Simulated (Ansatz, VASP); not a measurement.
# Two plane-wave programs on Si2P3

```
Si P
1.0
     4.49243    0.00000    0.00000
     0.00000    4.49243    0.00000
     0.00000    0.00000    4.49243
Si P
2 3
Cartesian
  0.0000 0.0000 0.0000
  2.2462 2.2462 2.2462
  0.0000 2.2462 2.2462
  2.2462 0.0000 2.2462
  2.2462 2.2462 0.0000
```

Alike in both runs: functional PBE; k mesh 4 × 4 × 4; occupations gaussian, width 0.2 eV; no spin polarisation.

Ansatz relaxed the structure, and its values are those at the end. VASP's run is a single point on that final structure, the one shown.

```csv
,VASP,Ansatz
version,VASP 6.6.1,Ansatz 0.2.0
potentials or method,"VASP PAW PBE potentials, release 64 (Si, P), cutoff 500 eV","scalar-relativistic, plane waves, PAW"
valence electrons in the cell,23,23
```

Ansatz gave:

```
gap on the k mesh at the Fermi level (eV) : none
pressure (GPa)                            : 0.0
```

Question: Estimate VASP's values.

Answer: gap on the k mesh at the Fermi level (eV): none; pressure (GPa): -0.1.

A gap of «none» marks a metal or a gap that the smearing closes. The functional is the same, so the differences come from potentials, cutoffs and numerics.
